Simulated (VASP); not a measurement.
# SiC (P1) in VASP: single point with r2SCAN

Aim: the single point of SiC with r2SCAN.

Everything below comes from runs of VASP 6.6.1. Logs are shortened: lines on timing, memory, paths and dates and some standing lists are left out, and cuts for length are marked.

### Step 1. The cell of the first run

The typed cell holds 8 atoms: a = 3.076 Å, b = 3.076 Å, c = 10.071 Å, α = 90.00°, β = 90.00°, γ = 120.00°.

### Step 2. Single point, r2SCAN (atom 1 (Si) moved -0.338 Å along Cartesian [1 -1 0])

POSCAR reads:

```
SiC
1.0
    3.0756941497      0.0000000000      0.0000000000
   -1.5378470748      2.6636292679      0.0000000000
    0.0000000000      0.0000000000     10.0706464800
Si C
4 4
Direct
    0.6338725279      0.4229285865      0.9378419800
    0.3333333333      0.6666666667      0.4378419800
    0.0000000000      0.0000000000      0.6878943800
    0.0000000000      0.0000000000      0.1878943800
    0.6666666667      0.3333333333      0.7498025900
    0.3333333333      0.6666666667      0.2498025900
    0.0000000000      0.0000000000      0.5004600500
    0.0000000000      0.0000000000      0.0004600500
```

INCAR.step1 reads:

```
SYSTEM = SiC
PREC = Accurate
ENCUT = 520
ISMEAR = 0
SIGMA = 0.05
LREAL = .FALSE.
LASPH = .TRUE.
NELM = 100
NBANDS = 26
GGA = PE
ALGO = Normal
EDIFF = 1E-4
LWAVE = .TRUE.
LCHARG = .FALSE.
```

INCAR.step2 reads:

```
SYSTEM = SiC
PREC = Accurate
ENCUT = 520
EDIFF = 1E-6
ISMEAR = 0
SIGMA = 0.05
LREAL = .FALSE.
LASPH = .TRUE.
NELM = 100
ALGO = Normal
ISIF = 2
LWAVE = .FALSE.
LCHARG = .FALSE.
METAGGA = R2SCAN
LMIXTAU = .TRUE.
NBANDS = 26
ISTART = 1
```

KPOINTS reads:

```
regular mesh
0
G
  12 12 4
  0 0 0
```

Potentials or basis: VASP PAW PBE potentials, release 64 (Si, C).

Run with:

```sh
> cat potpaw_PBE.64/Si/POTCAR potpaw_PBE.64/C/POTCAR > POTCAR
> cp INCAR.step1 INCAR
> mpirun -np 1 vasp_std > vasp.out
> cp INCAR.step2 INCAR
> mpirun -np 1 vasp_std > vasp.out
```

OUTCAR:

```text
SYSTEM = SiC
   PREC = Accurate
   ENCUT = 520
   EDIFF = 1E-6
   ISMEAR = 0
   LREAL = .FALSE.
   LASPH = .TRUE.
   NELM = 100
   ISIF = 2
   METAGGA = R2SCAN
   ISTART = 1

 ion  position               nearest neighbor table
   1  0.634  0.423  0.938-   8 1.68   8 1.83   5 1.92   8 2.20   3 2.96   4 2.96   3 3.05   4 3.05

   2  0.333  0.667  0.438-   7 1.88   7 1.88   7 1.88   6 1.89   4 3.08   4 3.08   4 3.08   3 3.08
                             3 3.08   3 3.08
   3  0.000  0.000  0.688-   5 1.88   5 1.88   5 1.88   7 1.89   1 2.96   1 3.05   2 3.08   2 3.08
                             2 3.08
   4  0.000  0.000  0.188-   6 1.88   6 1.88   6 1.88   8 1.89   1 2.96   1 3.05   2 3.08   2 3.08
                             2 3.08
   5  0.667  0.333  0.750-   3 1.88   3 1.88   3 1.88   1 1.92
   6  0.333  0.667  0.250-   4 1.88   4 1.88   4 1.88   2 1.89
   7  0.000  0.000  0.500-   2 1.88   2 1.88   2 1.88   3 1.89
   8  0.000  0.000  0.000-   1 1.68   1 1.83   4 1.89   1 2.20

  LATTYP: Found a hexagonal cell.
 ALAT       =     3.0756941497
 C/A-ratio  =     3.2742678530

  Lattice vectors:

 A1 = (   3.0756941497,   0.0000000000,   0.0000000000)
 A2 = (  -1.5378470748,   2.6636292679,   0.0000000000)
 A3 = (   0.0000000000,   0.0000000000,  10.0706464800)

Analysis of symmetry for initial positions (statically):
=====================================================================
 Subroutine PRICEL returns:
 Original cell was already a primitive cell.

 Routine SETGRP: Setting up the symmetry group for a
 hexagonal supercell.

 Subroutine GETGRP returns: Found  1 space group operations
 (whereof  1 operations were pure point group operations)
 out of a pool of 24 trial point group operations.

The static configuration has the point symmetry C_1 .

Analysis of symmetry for dynamics (positions and initial velocities):
=====================================================================
 Subroutine PRICEL returns:
 Original cell was already a primitive cell.

 Routine SETGRP: Setting up the symmetry group for a
 hexagonal supercell.

 Subroutine GETGRP returns: Found  1 space group operations
 (whereof  1 operations were pure point group operations)
 out of a pool of 24 trial point group operations.

The dynamic configuration has the point symmetry C_1 .

 Subroutine INISYM returns: Found  1 space group operations
 (whereof  1 operations are pure point group operations),
 and found     1 'primitive' translations

----------------------------------------------------------------------------------------

                                     Primitive cell

  volume of cell :      82.5039

  direct lattice vectors                    reciprocal lattice vectors
     3.075694150  0.000000000  0.000000000     0.325129857  0.187713811  0.000000000
    -1.537847075  2.663629268  0.000000000     0.000000000  0.375427621  0.000000000
     0.000000000  0.000000000 10.070646480     0.000000000  0.000000000  0.099298491

  length of vectors
     3.075694150  3.075694150 10.070646480     0.375427621  0.375427621  0.099298491

  position of ions in fractional coordinates (direct lattice)
     0.633872528  0.422928586  0.937841980
     0.333333333  0.666666667  0.437841980
     0.000000000  0.000000000  0.687894380
     0.000000000  0.000000000  0.187894380
     0.666666667  0.333333333  0.749802590
     0.333333333  0.666666667  0.249802590
     0.000000000  0.000000000  0.500460050
     0.000000000  0.000000000  0.000460050

  ion indices of the primitive-cell ions
   primitive index   ion index
                 1           1
                 2           2
                 3           3
                 4           4
                 5           5
                 6           6
                 7           7
                 8           8

----------------------------------------------------------------------------------------

 KPOINTS: regular mesh

Automatic generation of k-mesh.
 Grid dimensions read from file:
 generate k-points for:   12   12    4

 Generating k-lattice:

  Cartesian coordinates                     Fractional coordinates (reciprocal lattice)
     0.027094155  0.015642818  0.000000000     0.083333333  0.000000000  0.000000000
     0.000000000  0.031285635  0.000000000     0.000000000  0.083333333  0.000000000
     0.000000000  0.000000000  0.024824623     0.000000000  0.000000000  0.250000000

  Length of vectors
     0.031285635  0.031285635  0.024824623

  Shift w.r.t. Gamma in fractional coordinates (k-lattice)
     0.000000000  0.000000000  0.000000000

 Subroutine IBZKPT returns following result:
 ===========================================

 Found    292 irreducible k-points:

 Following reciprocal coordinates:
            Coordinates               Weight
  0.000000  0.000000  0.000000      1.000000
  0.083333 -0.000000  0.000000      2.000000
  0.000000  0.083333  0.000000      2.000000
 -0.083333  0.083333  0.000000      2.000000
  0.166667 -0.000000  0.000000      2.000000
  0.000000  0.166667  0.000000      2.000000
[... 16 lines left out ...]
  0.166667  0.083333  0.000000      2.000000
 -0.083333  0.250000  0.000000      2.000000
 [... further k-points ...]
   k-points           NKPTS =    292   k-points in BZ     NKDIM =    292   number of bands    NBANDS=     26
   number of dos      NEDOS =    301   number of ions     NIONS =      8
   total plane-waves  NPLWV =  46080
   dimension x,y,z NGX =    24 NGY =   24 NGZ =   80
   dimension x,y,z NGXF=    48 NGYF=   48 NGZF=  160
   ions per type =               4   4
   NGX,Y,Z   is equivalent  to a cutoff of  12.97, 12.97, 13.21 a.u.
   NGXF,Y,Z  is equivalent  to a cutoff of  25.94, 25.94, 26.41 a.u.
 SYSTEM =  SiC
   PREC   = accura    normal or accurate (medium, high low for compatibility)
   ISTART =      1    job   : 0-new  1-cont  2-samecut
   ICHARG =      0    charge: 1-file 2-atom 10-const
   ISPIN  =      1    spin polarized calculation?
   LNONCOLLINEAR =      F non collinear calculations
   LSORBIT =      F    spin-orbit coupling
   LASPH  =      T    aspherical Exc in radial PAW
   ENCUT  =  520.0 eV  38.22 Ry    6.18 a.u.   5.72  5.72 18.72*2*pi/ulx,y,z
   NELM   =    100;   NELMIN=  2; NELMDL=  0     # of ELM steps
   EDIFF  = 0.1E-05   stopping-criterion for ELM
   LREAL  =      F    real-space projection
   EDIFFG = 0.1E-04   stopping-criterion for IOM
   NSW    =      0    number of steps for IOM
   IBRION =     -1    ionic relax: 0-MD 1-quasi-New 2-CG
   NFREE  =      0    steps in history (QN), initial steepest desc. (CG)
   ISIF   =      2    stress and relaxation
   ISYM   =      2    0-nonsym 1-usesym 2-fastsym
   POTIM  = 0.5000    time-step for ionic-motion
   TEBEG  =    0.0;   TEEND  =   0.0 temperature during run
   PSTRESS=    0.0 pullay stress
   NELECT =      32.0000    total number of electrons
   NUPDOWN=      -1.0000    fix difference up-down
   EMIN   =  10.00;   EMAX   =-10.00  energy-range for DOS
   EFERMI =   0.00;   METHOD = LEGACY
   ISMEAR =     0;   SIGMA  =   0.05  broadening in eV -4-tet -1-fermi 0-gaus
   EFERMI_NEDOS =   21; number of points for ismear=-14 and -15
   IALGO  =     38    algorithm
   IMIX   =      4    mixing-type and parameters
     AMIX     =   0.40;   BMIX     =  1.00
     AMIX_MAG =   1.60;   BMIX_MAG =  1.00
  volume/ion in A,a.u.               =      10.31        69.60
  Fermi-wavevector in a.u.,A,eV,Ry     =   1.193897  2.256138 19.393597  1.425389
  Thomas-Fermi vector in A             =   2.329900
   LORBIT       =      0    0 simple, 1 ext, 2 COOP (PROOUT), +10 PAW based schemes
   METAGGA = R2SCAN    functional components
   LHFCALC =     F    Hartree Fock is set to
   AEXX    =    0.0000 exact exchange contribution
   IVDW    =     0    specifies the selected vdW correction
   LEPSILON=     F    determine dielectric tensor
   LRPA    =     F    only Hartree local field effects (RPA)
 non-spin polarized calculation
 Gauss-broadening in eV      SIGMA  =   0.05
  energy-cutoff  :      520.00
  volume of cell :       82.50
 maximum number of plane-waves:      2248
   NGX = 11   NGY = 11   NGZ = 37

 number of electron      32.0000000 magnetization

 Free energy of the ion-electron system (eV)
  ---------------------------------------------------
  ext. energy  EPLUGINS =         0.00000000
  ---------------------------------------------------
  free energy    TOTEN  =       -76.35694107 eV

  energy without entropy =      -76.35694107  energy(sigma->0) =      -76.35694107

 E-fermi :   9.1258     XC(G=0): -11.9461

 val. band max:        8.9009531281   @ k =   0.0000   0.0000   0.0000
 cond. band min:      10.5077748927   @ k =   0.5000   0.0000   0.0000
 fundamental gap:      1.6068217646
 Fermi energy:         9.1257840889

 k-point     1 :       0.0000    0.0000    0.0000
  band No.  band energies     occupation
      1      -8.2177      2.00000
      2      -7.0136      2.00000
      3      -6.9489      2.00000
      4      -4.5968      2.00000
      5      -0.8283      2.00000
      6       3.4723      2.00000
[... 18 lines left out ...]
     25      16.0857      0.00000
     26      16.5432      0.00000

 k-point     2 :       0.0833   -0.0000    0.0000
  band No.  band energies     occupation
      1      -8.0925      2.00000
      2      -6.8933      2.00000
      3      -6.8275      2.00000
      4      -4.4927      2.00000
      5      -0.7129      2.00000
      6       3.5087      2.00000
[... 18 lines left out ...]
     25      16.2563      0.00000
     26      16.5912      0.00000

 k-point     3 :       0.0000    0.0833    0.0000
  band No.  band energies     occupation
      1      -8.0921      2.00000
      2      -6.8927      2.00000
      3      -6.8273      2.00000
      4      -4.4923      2.00000
      5      -0.7125      2.00000
      6       3.4962      2.00000
[... 18 lines left out ...]
     25      16.1319      0.00000
     26      16.6444      0.00000

 k-point     4 :      -0.0833    0.0833    0.0000
  band No.  band energies     occupation
      1      -8.0938      2.00000
      2      -6.8957      2.00000
      3      -6.8276      2.00000
      4      -4.4941      2.00000
      5      -0.7138      2.00000
      6       3.4965      2.00000
[... 18 lines left out ...]
     25      16.3670      0.00000
     26      16.6640      0.00000

 k-point     5 :       0.1667   -0.0000    0.0000
  band No.  band energies     occupation
      1      -7.7205      2.00000
      2      -6.5371      2.00000
      3      -6.4679      2.00000
      4      -4.1910      2.00000
      5      -0.3768      2.00000
      6       3.4767      2.00000
[... 18 lines left out ...]
     25      16.6498      0.00000
     26      16.9305      0.00000

 k-point     6 :       0.0000    0.1667    0.0000
  band No.  band energies     occupation
      1      -7.7187      2.00000
      2      -6.5344      2.00000
      3      -6.4669      2.00000
      4      -4.1891      2.00000
      5      -0.3756      2.00000
      6       3.3659      2.00000
[... 427 lines left out ...]
 k-point    21 :      -0.0833    0.1667    0.0000
  band No.  band energies     occupation
      1      -7.8458      2.00000
      2      -6.6588      2.00000
      3      -6.5867      2.00000
      4      -4.2916      2.00000
      5      -0.4876      2.00000
      6       3.4753      2.00000
[... 18 lines left out ...]
     25      16.7277      0.00000
     26      16.9039      0.00000

 k-point    22 :      -0.1667    0.0833    0.0000
  band No.  band energies     occupation
      1      -7.8470      2.00000
      2      -6.6606      2.00000
      3      -6.5873      2.00000
      4      -4.2929      2.00000
      5      -0.4886      2.00000
      6       3.5116      2.00000
[... 18 lines left out ...]
     25      16.6588      0.00000
     26      16.9644      0.00000

 k-point    23 :       0.1667    0.0833    0.0000
  band No.  band energies     occupation
      1      -7.3500      2.00000
      2      -6.1819      2.00000
      3      -6.1151      2.00000
      4      -3.9039      2.00000
      5      -0.0598      2.00000
      6       2.9738      2.00000
[... 18 lines left out ...]
     25      16.8344      0.00000
     26      17.3490      0.00000

 k-point    24 :      -0.0833    0.2500    0.0000
  band No.  band energies     occupation
      1      -7.3554      2.00000
      2      -6.1926      2.00000
      3      -6.1147      2.00000
      4      -3.9092      2.00000
      5      -0.0602      2.00000
      6       2.9938      2.00000
[... 18 lines left out ...]
     25      16.7645      0.00000
     26      17.1859      0.00000

 [... further k-points ...]

------------------------ aborting loop because EDIFF is reached ----------------------------------------

  FORCE on cell =-STRESS in cart. coord.  units (eV):
  Direction    XX          YY          ZZ          XY          YZ          ZX
  --------------------------------------------------------------------------------------
  -------------------------------------------------------------------------------------
  Total        0.0895697      3.9728830      0.5840113      1.2214427      1.3466600      0.5158563
  in kB        1.7393917     77.1510936     11.3411612     23.7197108     26.1513587     10.0176313
  external PRESSURE =      30.0772155 kB  Pullay stress =       0.0000000 kB

 VOLUME and BASIS-vectors are now :
 -----------------------------------------------------------------------------
  energy-cutoff  :      520.00
  volume of cell :       82.50
      direct lattice vectors                 reciprocal lattice vectors
     3.075694150  0.000000000  0.000000000     0.325129857  0.187713811  0.000000000
    -1.537847075  2.663629268  0.000000000     0.000000000  0.375427621  0.000000000
     0.000000000  0.000000000 10.070646480     0.000000000  0.000000000  0.099298491

 POSITION                                       TOTAL-FORCE (eV/Angst)
 -----------------------------------------------------------------------------------
      1.29920      1.12652      9.44468         1.980467     -5.191623     -1.646611
     -0.00000      1.77575      4.40935         0.019143     -0.019006     -0.000121
      0.00000      0.00000      6.92754        -0.015237      0.069527     -0.060765
      0.00000      0.00000      1.89222        -0.082520      0.073827     -0.056962
      1.53785      0.88788      7.55100        -0.568354      0.570380      0.263220
     -0.00000      1.77575      2.51567         0.025931     -0.021856     -0.007155
      0.00000      0.00000      5.03996        -0.059041      0.056421     -0.011562
      0.00000      0.00000      0.00463        -1.300388      4.462330      1.519956
 -----------------------------------------------------------------------------------
    total drift:                               -0.000086      0.000001     -0.000480

  FREE ENERGIE OF THE ION-ELECTRON SYSTEM (eV)
  ---------------------------------------------------
  free  energy   TOTEN  =       -76.3569410701 eV

  energy  without entropy=      -76.3569410701  energy(sigma->0) =      -76.35694107
```

Run time: 47 min. Hardware: 1 thread of Oxide Virtual Turin-like, shared host; peak memory 0.51 GiB.

What came out:

```
Free energy            : -76.3569 eV
Pressure               : 3.0 GPa
Largest force          : 5.795 eV/Å
Band gap on the k mesh : 1.61 eV (least direct gap 3.21 eV)
```

Forces in eV/Å, atoms in the order of the input:
```
Si   1.980 -5.192 -1.647
Si   0.019 -0.019  0.000
Si  -0.015  0.070 -0.061
Si  -0.083  0.074 -0.057
C   -0.568  0.570  0.263
C    0.026 -0.022 -0.007
C   -0.059  0.056 -0.012
C   -1.300  4.462  1.520
```

Stress tensor (GPa, compression positive):
```
0.17 2.37 1.00
2.37 7.72 2.62
1.00 2.62 1.13
```

Levels at points of the mesh, in eV from the valence-band top:
| k point | band 12 | band 13 | band 14 | band 15 | band 16 | band 17 | band 18 | band 19 | band 20 | band 21 |
| --- | --- | --- | --- | --- | --- | --- | --- | --- | --- | --- |
| (0.00, 0.00, 0.00) | -1.49 | -1.11 | -0.98 | -0.86 | 0.00 | 4.54 | 5.24 | 5.90 | 6.07 | 6.33 |
| (0.50, 0.00, 0.00) | -3.31 | -3.25 | -2.99 | -2.54 | -1.61 | 1.61 | 1.86 | 3.68 | 4.25 | 4.99 |
| (0.00, 0.50, 0.00) | -3.31 | -3.20 | -3.01 | -2.56 | -1.65 | 1.74 | 1.92 | 3.81 | 4.34 | 5.10 |
| (0.50, 0.50, 0.00) | -3.68 | -3.31 | -3.23 | -2.27 | -2.13 | 1.70 | 1.88 | 3.85 | 4.44 | 4.65 |
| (0.00, 0.00, 0.50) | -1.56 | -1.33 | -1.03 | -1.03 | -0.04 | 4.60 | 5.07 | 6.15 | 6.50 | 6.63 |
| (0.50, 0.00, 0.50) | -3.77 | -3.52 | -3.39 | -2.42 | -1.92 | 1.91 | 2.22 | 3.66 | 3.83 | 5.54 |
| (0.00, 0.50, 0.50) | -3.74 | -3.60 | -3.37 | -2.43 | -1.95 | 2.17 | 2.24 | 3.74 | 3.78 | 5.68 |
| (0.50, 0.50, 0.50) | -3.99 | -3.43 | -3.06 | -2.77 | -2.45 | 2.04 | 2.22 | 3.73 | 3.87 | 5.54 |

Caveat: the cell differs from its parent crystal (atom 1 (Si) moved -0.338 Å along Cartesian [1 -1 0]); the stress differs along the axes, from 0 to 8 GPa; the PAW data sets were made with another functional, which shifts forces and pressure a little. A k mesh can miss the band edges.
